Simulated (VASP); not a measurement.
Set up this calculation in VASP 6.6.1, as the native input.

| Item | Value |
| --- | --- |
| Task | single point |
| Functional | PBE-based screened hybrid with 25 % exact exchange |
| Potentials or basis | VASP PAW PBE potentials, release 64 (P) |
| Cutoff | 520 eV |
| k mesh | 6 × 6 × 3 |
| Occupations | fermi-dirac, width 0.05 eV |
| Spin | no spin polarisation |
| Dipole correction | no |
| Grid for exact exchange (PRECFOCK) | Normal |
| Share of exact exchange | 0.25 |
| Further INCAR settings | ALGO = Normal; EDIFF = 1e-06; NBANDS = 12 |
| Screening parameter | 0.2 1/Å |

P:

```
CELL_PARAMETERS angstrom
2.42469 0.00000 0.00000
0.00000 2.43854 0.00000
-0.02031 0.00000 4.85243
ATOMIC_POSITIONS crystal
P 0.00000 0.00000 0.74943
P 0.00000 0.00000 0.25057
```

This isn't the form of P at room conditions, which is orthorhombic.

The input as run:

POSCAR

```
P
1.0
    2.4246941115      0.0000000000      0.0000000000
    0.0000000000      2.4385351442      0.0000000000
   -0.0203144631      0.0000000000      4.8524328982
P
2
Direct
    0.0000000300      0.0000000000      0.7494253600
    0.9999999700      0.0000000000      0.2505746400
```

INCAR.step1

```
PREC     = Accurate       # precision mode
ENCUT    = 520            # plane-wave cutoff, eV
EDIFF    = 1E-5           # SCF threshold, eV
ISMEAR   = -1             # smearing method
SIGMA    = 0.05           # smearing width, eV
LREAL    = F              # projectors in reciprocal space
LASPH    = T              # aspherical terms in the spheres
NELM     = 80             # most SCF steps
ALGO     = Normal         # electronic algorithm
ISIF     = 2              # what is computed and relaxed
LWAVE    = T              # write WAVECAR
LCHARG   = F              # write CHGCAR
GGA      = PE             # functional
NBANDS   = 12             # bands
```

INCAR.step2

```
PREC     = Accurate       # precision mode
ENCUT    = 520            # plane-wave cutoff, eV
EDIFF    = 1E-6           # SCF threshold, eV
ISMEAR   = -1             # smearing method
SIGMA    = 0.05           # smearing width, eV
LREAL    = F              # projectors in reciprocal space
LASPH    = T              # aspherical terms in the spheres
NELM     = 80             # most SCF steps
ALGO     = Normal         # electronic algorithm
ISIF     = 2              # what is computed and relaxed
LWAVE    = F              # write WAVECAR
LCHARG   = F              # write CHGCAR
GGA      = PE             # functional
LHFCALC  = T              # exact exchange
AEXX     = 0.25           # exact-exchange fraction
HFSCREEN = 0.2            # screening, 1/A
PRECFOCK = Normal       
ISTART   = 1            
NBANDS   = 12             # bands
```

KPOINTS

```
Automatic mesh
0
Gamma
  6 6 3
```

Potentials or basis: VASP PAW PBE potentials, release 64 (P).

The run is started by

```bash
$ cat potpaw_PBE.64/P/POTCAR > POTCAR
$ cp INCAR.step1 INCAR
$ mpirun -np 1 vasp_std > vasp.out
$ cp INCAR.step2 INCAR
$ mpirun -np 1 vasp_std > vasp.out
```

Results of the run:

```yaml
Pressure: -2.7 GPa
Largest_force: 0.017 eV/Å
Band_gap_on_the_k_mesh: zero (bands 5 and 6 overlap by 10.10 eV)
```

Caveat: the k points lie up to 0.43 Å⁻¹ apart, too coarse for converged energies and pressures of a metal; the PAW data sets were made with another functional, which shifts forces and pressure a little.

It took 17 min on 1 thread of Intel Xeon 8259CL (shared host), peak memory 0.24 GiB.
